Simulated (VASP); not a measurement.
# Be (Pm-3m) in VASP: a series of runs, part 2 of 2

VASP 6.6.1. The steps go on from the part before.

## Step 5: Single point, RPBE

This run uses another cell than the first one, of 10.53 Å³/atom, 0.962 times its volume.

Contents of INCAR:

```
SYSTEM = Be
ALGO = Normal ; EDIFF = 1E-7
ENCUT = 520 ; GGA = RP
ISIF = 2 ; ISMEAR = -1
LASPH = .TRUE. ; LCHARG = .FALSE.
LREAL = .FALSE. ; LWAVE = .FALSE.
NBANDS = 7 ; NELM = 80
PREC = Accurate ; SIGMA = 0.1
```

Contents of KPOINTS:

```
k-points
0
G
  23 23 23
  0 0 0
```

Contents of POSCAR:

```
Be
1.0
    2.1915002847      0.0000000000      0.0000000000
    0.0000000000      2.1915002847      0.0000000000
    0.0000000000      0.0000000000      2.1915002847
Be
1
Direct
    0.0000000000      0.0000000000      0.0000000000
```

Potentials or basis: VASP PAW PBE potentials, release 64 (Be).

Run with:

```console
> cat potpaw_PBE.64/Be/POTCAR > POTCAR
> mpirun -np 1 vasp_std > vasp.out
```

OUTCAR:

```text
SYSTEM = Be
   EDIFF = 1E-7
   ENCUT = 520
   GGA = RP
   ISIF = 2
   ISMEAR = -1
   LASPH = .TRUE.
   LREAL = .FALSE.
   NELM = 80
   PREC = Accurate

 ion  position               nearest neighbor table
   1  0.000  0.000  0.000-

  LATTYP: Found a simple cubic cell.
 ALAT       =     2.1915002847

  Lattice vectors:

 A1 = (   2.1915002847,   0.0000000000,   0.0000000000)
 A2 = (   0.0000000000,   2.1915002847,   0.0000000000)
 A3 = (   0.0000000000,   0.0000000000,   2.1915002847)

Analysis of symmetry for initial positions (statically):
=====================================================================
 Subroutine PRICEL returns:
 Original cell was already a primitive cell.

 Routine SETGRP: Setting up the symmetry group for a
 simple cubic supercell.

 Subroutine GETGRP returns: Found 48 space group operations
 (whereof 48 operations were pure point group operations)
 out of a pool of 48 trial point group operations.

The static configuration has the point symmetry O_h .

Analysis of symmetry for dynamics (positions and initial velocities):
=====================================================================
 Subroutine PRICEL returns:
 Original cell was already a primitive cell.

 Routine SETGRP: Setting up the symmetry group for a
 simple cubic supercell.

 Subroutine GETGRP returns: Found 48 space group operations
 (whereof 48 operations were pure point group operations)
 out of a pool of 48 trial point group operations.

The dynamic configuration has the point symmetry O_h .

 Subroutine INISYM returns: Found 48 space group operations
 (whereof 48 operations are pure point group operations),
 and found     1 'primitive' translations

----------------------------------------------------------------------------------------

                                     Primitive cell

  volume of cell :      10.5251

  direct lattice vectors                    reciprocal lattice vectors
     2.191500285  0.000000000  0.000000000     0.456308405  0.000000000  0.000000000
     0.000000000  2.191500285  0.000000000     0.000000000  0.456308405  0.000000000
     0.000000000  0.000000000  2.191500285     0.000000000  0.000000000  0.456308405

  length of vectors
     2.191500285  2.191500285  2.191500285     0.456308405  0.456308405  0.456308405

  position of ions in fractional coordinates (direct lattice)
     0.000000000  0.000000000  0.000000000

  ion indices of the primitive-cell ions
   primitive index   ion index
                 1           1

----------------------------------------------------------------------------------------

 KPOINTS: k-points

Automatic generation of k-mesh.
 Grid dimensions read from file:
 generate k-points for:   23   23   23

 Generating k-lattice:

  Cartesian coordinates                     Fractional coordinates (reciprocal lattice)
     0.019839496  0.000000000  0.000000000     0.043478261  0.000000000  0.000000000
     0.000000000  0.019839496  0.000000000     0.000000000  0.043478261  0.000000000
     0.000000000  0.000000000  0.019839496     0.000000000  0.000000000  0.043478261

  Length of vectors
     0.019839496  0.019839496  0.019839496

  Shift w.r.t. Gamma in fractional coordinates (k-lattice)
     0.000000000  0.000000000  0.000000000

 Subroutine IBZKPT returns following result:
 ===========================================

 Found    364 irreducible k-points:

 Following reciprocal coordinates:
            Coordinates               Weight
  0.000000  0.000000  0.000000      1.000000
  0.043478  0.000000  0.000000      6.000000
  0.086957  0.000000  0.000000      6.000000
  0.130435  0.000000  0.000000      6.000000
  0.173913  0.000000  0.000000      6.000000
  0.217391  0.000000  0.000000      6.000000
[... 16 lines left out ...]
  0.478261  0.043478  0.000000     24.000000
  0.086957  0.086957  0.000000     12.000000
 [... further k-points ...]
   k-points           NKPTS =    364   k-points in BZ     NKDIM =    364   number of bands    NBANDS=      7
   number of dos      NEDOS =    301   number of ions     NIONS =      1
   total plane-waves  NPLWV =   4096
   dimension x,y,z NGX =    16 NGY =   16 NGZ =   16
   dimension x,y,z NGXF=    32 NGYF=   32 NGZF=   32
   ions per type =               1
   NGX,Y,Z   is equivalent  to a cutoff of  12.14, 12.14, 12.14 a.u.
   NGXF,Y,Z  is equivalent  to a cutoff of  24.28, 24.28, 24.28 a.u.
 SYSTEM =  Be
   PREC   = accura    normal or accurate (medium, high low for compatibility)
   ISTART =      0    job   : 0-new  1-cont  2-samecut
   ICHARG =      2    charge: 1-file 2-atom 10-const
   ISPIN  =      1    spin polarized calculation?
   LNONCOLLINEAR =      F non collinear calculations
   LSORBIT =      F    spin-orbit coupling
   LASPH  =      T    aspherical Exc in radial PAW
   ENCUT  =  520.0 eV  38.22 Ry    6.18 a.u.   4.07  4.07  4.07*2*pi/ulx,y,z
   NELM   =     80;   NELMIN=  2; NELMDL= -5     # of ELM steps
   EDIFF  = 0.1E-06   stopping-criterion for ELM
   LREAL  =      F    real-space projection
   EDIFFG = 0.1E-05   stopping-criterion for IOM
   NSW    =      0    number of steps for IOM
   IBRION =     -1    ionic relax: 0-MD 1-quasi-New 2-CG
   NFREE  =      0    steps in history (QN), initial steepest desc. (CG)
   ISIF   =      2    stress and relaxation
   ISYM   =      2    0-nonsym 1-usesym 2-fastsym
   POTIM  = 0.5000    time-step for ionic-motion
   TEBEG  =    0.0;   TEEND  =   0.0 temperature during run
   PSTRESS=    0.0 pullay stress
   NELECT =       2.0000    total number of electrons
   NUPDOWN=      -1.0000    fix difference up-down
   EMIN   =  10.00;   EMAX   =-10.00  energy-range for DOS
   EFERMI =   0.00;   METHOD = LEGACY
   ISMEAR =    -1;   SIGMA  =   0.10  broadening in eV -4-tet -1-fermi 0-gaus
   EFERMI_NEDOS =   21; number of points for ismear=-14 and -15
   IALGO  =     38    algorithm
   IMIX   =      4    mixing-type and parameters
     AMIX     =   0.40;   BMIX     =  1.00
     AMIX_MAG =   1.60;   BMIX_MAG =  1.00
  volume/ion in A,a.u.               =      10.53        71.03
  Fermi-wavevector in a.u.,A,eV,Ry     =   0.941189  1.778588 12.052529  0.885836
  Thomas-Fermi vector in A             =   2.068675
   LORBIT       =      0    0 simple, 1 ext, 2 COOP (PROOUT), +10 PAW based schemes
   GGA     = RP    functional components
   LHFCALC =     F    Hartree Fock is set to
   AEXX    =    0.0000 exact exchange contribution
   IVDW    =     0    specifies the selected vdW correction
   LEPSILON=     F    determine dielectric tensor
   LRPA    =     F    only Hartree local field effects (RPA)
 non-spin polarized calculation
  energy-cutoff  :      520.00
  volume of cell :       10.53
 maximum number of plane-waves:       292
   NGX =  9   NGY =  9   NGZ =  9

 number of electron       2.0000000 magnetization

 Free energy of the ion-electron system (eV)
  ---------------------------------------------------
  ext. energy  EPLUGINS =         0.00000000
  ---------------------------------------------------
  free energy    TOTEN  =        -2.54679470 eV

  energy without entropy =       -2.53520256  energy(sigma->0) =       -2.54099863

 E-fermi :   4.6862     XC(G=0):  -9.6842

 val. band max:        4.6710605150   @ k =   0.4783   0.2609   0.1739
 cond. band min:       4.7015468041   @ k =   0.4348   0.2174   0.0870
 fundamental gap:      0.0304862891
 Fermi energy:         4.6861581142

 k-point     1 :       0.0000    0.0000    0.0000
  band No.  band energies     occupation
      1      -4.9037      2.00000
      2      18.0901      0.00000
      3      18.0901      0.00000
      4      18.0901      0.00000
      5      23.5171      0.00000
      6      23.5171      0.00000
      7      32.0723      0.00000

 k-point     2 :       0.0435    0.0000    0.0000
  band No.  band energies     occupation
      1      -4.8571      2.00000
      2      17.3681      0.00000
      3      18.1363      0.00000
      4      18.1363      0.00000
      5      23.5736      0.00000
      6      24.2992      0.00000
      7      32.0421      0.00000
[... 201 lines left out ...]
 k-point    23 :       0.4783    0.0435    0.0000
  band No.  band energies     occupation
      1       0.1063      2.00000
      2       2.9983      2.00000
      3      21.2851      0.00000
      4      21.7287      0.00000
      5      28.2196      0.00000
      6      29.6110      0.00000
      7      32.0894      0.00000

 k-point    24 :       0.0870    0.0870    0.0000
  band No.  band energies     occupation
      1      -4.5309      2.00000
      2      15.3392      0.00000
      3      16.8696      0.00000
      4      18.4569      0.00000
      5      25.1922      0.00000
      6      27.0943      0.00000
      7      31.7621      0.00000

 [... further k-points ...]
[... 5 lines left out ...]
  --------------------------------------------------------------------------------------
  -------------------------------------------------------------------------------------
  Total        0.0020368      0.0020368      0.0020368      0.0000000      0.0000000      0.0000000
  in kB        0.3100584      0.3100584      0.3100584      0.0000000      0.0000000      0.0000000
  external PRESSURE =       0.3100584 kB  Pullay stress =       0.0000000 kB

 VOLUME and BASIS-vectors are now :
 -----------------------------------------------------------------------------
  energy-cutoff  :      520.00
  volume of cell :       10.53
      direct lattice vectors                 reciprocal lattice vectors
     2.191500285  0.000000000  0.000000000     0.456308405  0.000000000  0.000000000
     0.000000000  2.191500285  0.000000000     0.000000000  0.456308405  0.000000000
     0.000000000  0.000000000  2.191500285     0.000000000  0.000000000  0.456308405

 POSITION                                       TOTAL-FORCE (eV/Angst)
 -----------------------------------------------------------------------------------
      0.00000      0.00000      0.00000         0.000000      0.000000      0.000000
 -----------------------------------------------------------------------------------
    total drift:                               -0.000000     -0.000000     -0.000000

  FREE ENERGIE OF THE ION-ELECTRON SYSTEM (eV)
  ---------------------------------------------------
  free  energy   TOTEN  =        -2.5467947028 eV

  energy  without entropy=       -2.5352025648  energy(sigma->0) =       -2.54099863
```

OSZICAR:

```text
N       E                     dE             d eps       ncg     rms          rms(c)
DAV:   1    -0.161017762310E+01   -0.16102E+01   -0.10447E+03  5327   0.229E+02
DAV:   2    -0.255874135082E+01   -0.94856E+00   -0.91622E+00  6958   0.208E+01
DAV:   3    -0.256153713151E+01   -0.27958E-02   -0.27922E-02  5803   0.958E-01
DAV:   4    -0.256153776462E+01   -0.63312E-06   -0.63271E-06  7413   0.151E-02
DAV:   5    -0.256153776486E+01   -0.23567E-09   -0.15893E-09  5915   0.118E-04    0.533E-01
DAV:   6    -0.255098201175E+01    0.10556E-01   -0.13773E-03  5712   0.345E-01    0.326E-01
DAV:   7    -0.254679338769E+01    0.41886E-02   -0.12254E-03  5411   0.346E-01    0.172E-02
DAV:   8    -0.254679373780E+01   -0.35011E-06   -0.35642E-06  6356   0.951E-03    0.437E-03
DAV:   9    -0.254679517015E+01   -0.14323E-05   -0.15046E-06  6293   0.711E-03    0.986E-04
DAV:  10    -0.254679477657E+01    0.39357E-06   -0.39219E-08  5173   0.133E-03    0.224E-04
DAV:  11    -0.254679470284E+01    0.73739E-07   -0.32271E-09  2982   0.366E-04
   1 F= -.25467947E+01 E0= -.25409986E+01  d E =-.115921E-01
```

Wall time 8 s (1 thread of Intel Xeon Platinum 8488C (Sapphire Rapids), shared host); peak memory 0.12 GiB.

Results:

- Free energy: -2.5468 eV
- Pressure: 0.0 GPa
- Band gap on the k mesh: zero (band 1 reaches 9.82 eV, above the bottom of band 2 at 2.97 eV)

Caveat: the PAW data sets were made with another functional, which shifts forces and pressure a little.

## Step 6: The runs side by side

| cell | k mesh | gap on the mesh (eV) | pressure (GPa) |
| --- | --- | --- | --- |
| a = 2.220 Å, 1 atom | 16 × 16 × 16 | none | -2.6 |
| a = 2.248 Å, 1 atom | 16 × 16 × 16 | none | -4.8 |
| a = 2.276 Å, 1 atom | 16 × 16 × 16 | none | -6.7 |
| a = 2.192 Å, 1 atom | 23 × 23 × 23 | none | 0.0 |

Alike in all rows: task single point; level RPBE; potentials or basis VASP PAW PBE potentials, release 64 (Be); no spin polarisation; cutoff (eV) 520; smearing fermi-dirac 0.1 eV.

Caveats: the PAW data sets were made with another functional, which shifts forces and pressure a little.

Total energies depend on the potentials used, so only differences within one code and one set of settings carry meaning.
